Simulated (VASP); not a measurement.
## Ta: single point with r2SCAN

The system is Ta.

```
CELL_PARAMETERS angstrom
-1.68213 1.68213 1.68213
1.68213 -1.68213 1.68213
1.68213 1.68213 -1.68213
ATOMIC_POSITIONS crystal
Ta 0.00000 0.00000 0.00000
```

This cell differs from its parent crystal: volume scaled by 1.05.

```json
{"Program": "VASP 6.6.1", "Task": "single point", "Functional": "r2SCAN", "Potentials or basis": "VASP PAW PBE potentials, release 64 (Ta_pv)", "Cutoff": "520 eV", "k mesh": "8 × 8 × 8", "Occupations": "gaussian, width 0.05 eV", "Spin": "non-collinear spin, zero start, spin-orbit coupling", "Starting moments": "[[0.0, 0.0, 0.0]] μB"}
```

The pressure is -11.7 GPa. The net moment is 0.00 μB per cell and the valence electrons inside the program's atomic spheres are Ta 8.87.

Moments on the atoms (μB; x, y, z):
```
Ta  0.00 0.00 0.00
```

Run time: 89 s on 1 thread of Intel(R) Xeon(R) Platinum 8375C CPU @ 2.90GHz (Ice Lake), with other jobs on the host, peak memory 0.22 GiB.

Caveat: the PAW data sets were made with another functional, which shifts forces and pressure a little.
